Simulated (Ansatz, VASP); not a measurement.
Two plane-wave programs on W

```xyz
1
Lattice="-1.5440 1.5440 1.6157 1.5440 -1.5440 1.6157 1.5440 1.5440 -1.6157" Properties=species:S:1:pos:R:3 pbc="T T T"
W     0.0000    0.0000    0.0000
```

Change from the starting cell: strain -0.030 along x and y, +0.015 along z, atoms carried along.

Alike in both runs: task single point; functional PBE; k mesh 26 × 26 × 26; occupations gaussian, width 0.15 eV; no spin polarisation.

|  | VASP | Ansatz |
| --- | --- | --- |
| version | VASP 6.6.1 | Ansatz 0.2.0 |
| potentials or method | VASP PAW PBE potentials, release 64 (W_sv), cutoff 520 eV | scalar-relativistic, plane waves, PAW |
| valence electrons in the cell | 14 | 14 |

```csv
,VASP,Ansatz,Ansatz less VASP
gap on the k mesh at the Fermi level (eV),none,none,-
pressure (GPa),16.5,15.7,-0.73
"traceless stress, the component that is largest in VASP (GPa)",-10.10,-10.11,-0.010
```

A gap of «none» marks a metal or a gap that the smearing closes.

Spin-orbit coupling is off throughout.
